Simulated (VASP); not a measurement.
# ZrN (Fm-3m) in VASP: notebook

The runs below take ZrN through electric field gradients, with PBE.

Program: VASP 6.6.1. These are calculated values, not measurements. Logs are shortened: lines on timing, memory, paths and dates and some standing lists are left out, and cuts for length are marked.

## Step 1: The cell of the first run

The structure is cubic, space group Fm-3m (No. 225). The conventional cell has a = 4.599 Å, b = 4.599 Å, c = 4.599 Å, α = 90.00°, β = 90.00°, γ = 90.00°. Within 3.0 Å of Zr (site symmetry m-3m) lie 6 N at 2.30 Å. N (site symmetry m-3m) has 6 Zr at 2.30 Å within 3.0 Å.

## Step 2: Electric field gradients, PBE (volume scaled by 1.02)

Input file INCAR:

```
SYSTEM = ZrN
  PREC = Accurate
  ENCUT = 520
  EDIFF = 1E-8
  ISMEAR = -1
  SIGMA = 0.01
  LREAL = .False.
  LASPH = .True.
  NELM = 120
  ALGO = Normal
  ISIF = 2
  LWAVE = .False.
  LCHARG = .False.
  GGA = PE
  LEFG = .True.
  NBANDS = 16
  GGA_COMPAT = .False.
```

Input file KPOINTS:

```
Automatic mesh
0
Gamma
  9 9 9
  0 0 0
```

Input file POSCAR:

```
ZrN
1.0
    0.0000000000      2.2993577919      2.2993577919
    2.2993577919      0.0000000000      2.2993577919
    2.2993577919      2.2993577919      0.0000000000
Zr N
1 1
Direct
    0.0000000000      0.0000000000      0.0000000000
    0.5000000000      0.5000000000      0.5000000000
```

Potentials or basis: VASP PAW PBE potentials, release 64 (Zr_sv, N).

Launch:

```sh
$ cat potpaw_PBE.64/Zr_sv/POTCAR potpaw_PBE.64/N/POTCAR > POTCAR
$ mpirun -np 1 vasp_std > vasp.out
```

OUTCAR:

```text
SYSTEM = ZrN
   PREC = Accurate
   ENCUT = 520
   EDIFF = 1E-8
   ISMEAR = -1
   LREAL = .False.
   LASPH = .True.
   NELM = 120
   ISIF = 2
   GGA = PE

 ion  position               nearest neighbor table
   1  0.000  0.000  0.000-   2 2.30   2 2.30   2 2.30   2 2.30   2 2.30   2 2.30
   2  0.500  0.500  0.500-   1 2.30   1 2.30   1 2.30   1 2.30   1 2.30   1 2.30

  LATTYP: Found a face centered cubic cell.
 ALAT       =     4.5987155838

  Lattice vectors:

 A1 = (   0.0000000000,   2.2993577919,   2.2993577919)
 A2 = (   2.2993577919,   0.0000000000,   2.2993577919)
 A3 = (   2.2993577919,   2.2993577919,   0.0000000000)

Analysis of symmetry for initial positions (statically):
=====================================================================
 Subroutine PRICEL returns:
 Original cell was already a primitive cell.

 Routine SETGRP: Setting up the symmetry group for a
 face centered cubic supercell.

 Subroutine GETGRP returns: Found 48 space group operations
 (whereof 48 operations were pure point group operations)
 out of a pool of 48 trial point group operations.

The static configuration has the point symmetry O_h .

Analysis of symmetry for dynamics (positions and initial velocities):
=====================================================================
 Subroutine PRICEL returns:
 Original cell was already a primitive cell.

 Routine SETGRP: Setting up the symmetry group for a
 face centered cubic supercell.

 Subroutine GETGRP returns: Found 48 space group operations
 (whereof 48 operations were pure point group operations)
 out of a pool of 48 trial point group operations.

The dynamic configuration has the point symmetry O_h .

 Subroutine INISYM returns: Found 48 space group operations
 (whereof 48 operations are pure point group operations),
 and found     1 'primitive' translations

----------------------------------------------------------------------------------------

                                     Primitive cell

  volume of cell :      24.3136

  direct lattice vectors                    reciprocal lattice vectors
     0.000000000  2.299357792  2.299357792    -0.217452021  0.217452021  0.217452021
     2.299357792  0.000000000  2.299357792     0.217452021 -0.217452021  0.217452021
     2.299357792  2.299357792  0.000000000     0.217452021  0.217452021 -0.217452021

  length of vectors
     3.251782974  3.251782974  3.251782974     0.376637949  0.376637949  0.376637949

  position of ions in fractional coordinates (direct lattice)
     0.000000000  0.000000000  0.000000000
     0.500000000  0.500000000  0.500000000

  ion indices of the primitive-cell ions
   primitive index   ion index
                 1           1
                 2           2

----------------------------------------------------------------------------------------

 KPOINTS: Automatic mesh

Automatic generation of k-mesh.
 Grid dimensions read from file:
 generate k-points for:    9    9    9

 Generating k-lattice:

  Cartesian coordinates                     Fractional coordinates (reciprocal lattice)
    -0.024161336  0.024161336  0.024161336     0.111111111  0.000000000  0.000000000
     0.024161336 -0.024161336  0.024161336     0.000000000  0.111111111  0.000000000
     0.024161336  0.024161336 -0.024161336     0.000000000  0.000000000  0.111111111

  Length of vectors
     0.041848661  0.041848661  0.041848661

  Shift w.r.t. Gamma in fractional coordinates (k-lattice)
     0.000000000  0.000000000  0.000000000

 Subroutine IBZKPT returns following result:
 ===========================================

 Found     35 irreducible k-points:

 Following reciprocal coordinates:
            Coordinates               Weight
  0.000000  0.000000  0.000000      1.000000
  0.111111  0.000000  0.000000      8.000000
  0.222222  0.000000  0.000000      8.000000
  0.333333  0.000000  0.000000      8.000000
  0.444444  0.000000  0.000000      8.000000
  0.111111  0.111111  0.000000      6.000000
[... 16 lines left out ...]
 -0.333333  0.333333  0.000000     12.000000
  0.444444  0.444444  0.000000      6.000000
 [... further k-points ...]
   k-points           NKPTS =     35   k-points in BZ     NKDIM =     35   number of bands    NBANDS=     16
   number of dos      NEDOS =    301   number of ions     NIONS =      2
   total plane-waves  NPLWV =  13824
   dimension x,y,z NGX =    24 NGY =   24 NGZ =   24
   dimension x,y,z NGXF=    48 NGYF=   48 NGZF=   48
   ions per type =               1   1
   NGX,Y,Z   is equivalent  to a cutoff of  12.27, 12.27, 12.27 a.u.
   NGXF,Y,Z  is equivalent  to a cutoff of  24.54, 24.54, 24.54 a.u.
 SYSTEM =  ZrN
   PREC   = accura    normal or accurate (medium, high low for compatibility)
   ISTART =      0    job   : 0-new  1-cont  2-samecut
   ICHARG =      2    charge: 1-file 2-atom 10-const
   ISPIN  =      1    spin polarized calculation?
   LNONCOLLINEAR =      F non collinear calculations
   LSORBIT =      F    spin-orbit coupling
   LASPH  =      T    aspherical Exc in radial PAW
   ENCUT  =  520.0 eV  38.22 Ry    6.18 a.u.   6.05  6.05  6.05*2*pi/ulx,y,z
   NELM   =    120;   NELMIN=  2; NELMDL= -5     # of ELM steps
   EDIFF  = 0.1E-07   stopping-criterion for ELM
   LREAL  =      F    real-space projection
   EDIFFG = 0.1E-06   stopping-criterion for IOM
   NSW    =      0    number of steps for IOM
   IBRION =     -1    ionic relax: 0-MD 1-quasi-New 2-CG
   NFREE  =      0    steps in history (QN), initial steepest desc. (CG)
   ISIF   =      2    stress and relaxation
   ISYM   =      2    0-nonsym 1-usesym 2-fastsym
   POTIM  = 0.5000    time-step for ionic-motion
   TEBEG  =    0.0;   TEEND  =   0.0 temperature during run
   PSTRESS=    0.0 pullay stress
   NELECT =      17.0000    total number of electrons
   NUPDOWN=      -1.0000    fix difference up-down
   EMIN   =  10.00;   EMAX   =-10.00  energy-range for DOS
   EFERMI =   0.00;   METHOD = LEGACY
   ISMEAR =    -1;   SIGMA  =   0.01  broadening in eV -4-tet -1-fermi 0-gaus
   EFERMI_NEDOS =   21; number of points for ismear=-14 and -15
   IALGO  =     38    algorithm
   IMIX   =      4    mixing-type and parameters
     AMIX     =   0.40;   BMIX     =  1.00
     AMIX_MAG =   1.60;   BMIX_MAG =  1.00
  volume/ion in A,a.u.               =      12.16        82.04
  Fermi-wavevector in a.u.,A,eV,Ry     =   1.453030  2.745829 28.725929  2.111296
  Thomas-Fermi vector in A             =   2.570344
   LORBIT       =      0    0 simple, 1 ext, 2 COOP (PROOUT), +10 PAW based schemes
   GGA     = PE    functional components
   LHFCALC =     F    Hartree Fock is set to
   AEXX    =    0.0000 exact exchange contribution
   IVDW    =     0    specifies the selected vdW correction
   LEPSILON=     F    determine dielectric tensor
   LRPA    =     F    only Hartree local field effects (RPA)
 non-spin polarized calculation
  energy-cutoff  :      520.00
  volume of cell :       24.31
 maximum number of plane-waves:       663
   NGX = 13   NGY = 13   NGZ = 13

 number of electron      16.9999998 magnetization

 Free energy of the ion-electron system (eV)
  ---------------------------------------------------
  ext. energy  EPLUGINS =         0.00000000
  ---------------------------------------------------
  free energy    TOTEN  =       -20.37322797 eV

  energy without entropy =      -20.37224938  energy(sigma->0) =      -20.37273868

 E-fermi :  11.8272     XC(G=0): -12.4569

 val. band max:       11.8063451738   @ k =   0.1111   0.0000   0.0000
 cond. band min:      11.8347805558   @ k =   0.4444   0.2222   0.1111
 fundamental gap:      0.0284353820
 Fermi energy:        11.8271666183

 k-point     1 :       0.0000    0.0000    0.0000
  band No.  band energies     occupation
      1     -37.7611      2.00000
      2     -15.3912      2.00000
      3     -15.3912      2.00000
      4     -15.3912      2.00000
      5      -4.3842      2.00000
      6       9.2041      2.00000
[... 8 lines left out ...]
     15      21.0220      0.00000
     16      34.1777      0.00000

 k-point     2 :       0.1111    0.0000    0.0000
  band No.  band energies     occupation
      1     -37.7455      2.00000
      2     -15.5363      2.00000
      3     -15.4021      2.00000
      4     -15.4021      2.00000
      5      -4.1443      2.00000
      6       8.2703      2.00000
[... 8 lines left out ...]
     15      21.8204      0.00000
     16      31.8973      0.00000
[... 387 lines left out ...]
      5      -3.0295      2.00000
      6       5.7346      2.00000
[... 8 lines left out ...]
     15      22.9330      0.00000
     16      23.2282      0.00000

 k-point    24 :       0.4444    0.4444    0.0000
  band No.  band energies     occupation
      1     -37.5875      2.00000
      2     -16.2660      2.00000
      3     -15.7262      2.00000
      4     -15.7262      2.00000
      5      -3.7969      2.00000
      6       7.0851      2.00000
[... 8 lines left out ...]
     15      22.2108      0.00000
     16      27.4352      0.00000

 [... further k-points ...]
[... 5 lines left out ...]
  --------------------------------------------------------------------------------------
  -------------------------------------------------------------------------------------
  Total       -0.0623793     -0.0623793     -0.0623793     -0.0000000      0.0000000     -0.0000000
  in kB       -4.1105623     -4.1105623     -4.1105623     -0.0000000      0.0000000     -0.0000000
  external PRESSURE =      -4.1105623 kB  Pullay stress =       0.0000000 kB

 VOLUME and BASIS-vectors are now :
 -----------------------------------------------------------------------------
  energy-cutoff  :      520.00
  volume of cell :       24.31
      direct lattice vectors                 reciprocal lattice vectors
     0.000000000  2.299357792  2.299357792    -0.217452021  0.217452021  0.217452021
     2.299357792  0.000000000  2.299357792     0.217452021 -0.217452021  0.217452021
     2.299357792  2.299357792  0.000000000     0.217452021  0.217452021 -0.217452021

 POSITION                                       TOTAL-FORCE (eV/Angst)
 -----------------------------------------------------------------------------------
      0.00000      0.00000      0.00000        -0.000000     -0.000000      0.000000
      2.29936      2.29936      2.29936         0.000000      0.000000     -0.000000
 -----------------------------------------------------------------------------------
    total drift:                                0.000000     -0.000000     -0.000000

  FREE ENERGIE OF THE ION-ELECTRON SYSTEM (eV)
  ---------------------------------------------------
  free  energy   TOTEN  =       -20.3732279675 eV

  energy  without entropy=      -20.3722493843  energy(sigma->0) =      -20.37273868

 Electric field gradients (V/A^2)
---------------------------------------------------------------------
 ion       V_xx      V_yy      V_zz      V_xy      V_xz      V_yz
---------------------------------------------------------------------
   1       0.000     0.000    -0.000    -0.000    -0.000    -0.000
   2      -0.000     0.000    -0.000     0.001     0.001     0.001
---------------------------------------------------------------------

 Electric field gradients after diagonalization (V/A^2)
 (convention: |V_zz| > |V_xx| > |V_yy|)
----------------------------------------------------------------------
 ion       V_xx      V_yy      V_zz     asymmetry (V_yy - V_xx)/ V_zz
----------------------------------------------------------------------
   1       0.000     0.000    -0.000       0.000
   2      -0.001    -0.001     0.003       0.000
----------------------------------------------------------------------

           NMR quadrupolar parameters

 Cq : quadrupolar parameter    Cq=e*Q*V_zz/h
 eta: asymmetry parameters     (V_yy - V_xx)/ V_zz
 Q  : nuclear electric quadrupole moment in mb (millibarn)
----------------------------------------------------------------------
 ion       Cq(MHz)       eta       Q (mb)
----------------------------------------------------------------------
   1      -0.000       0.000       1.000
   2       0.000       0.000       1.000
----------------------------------------------------------------------
```

Run time: 6.3 s. Hardware: 1 thread of Intel Xeon 6975P-C (Granite Rapids), shared host; peak memory 0.14 GiB.

Results:

```yaml
Free_energy: -20.3732 eV
Pressure: -0.4 GPa
```

Caveat: without QUAD_EFG the Cq values of the log hold for a quadrupole moment of 1 mb, not for the nuclei.

(Part 1 of 3 ends here.)
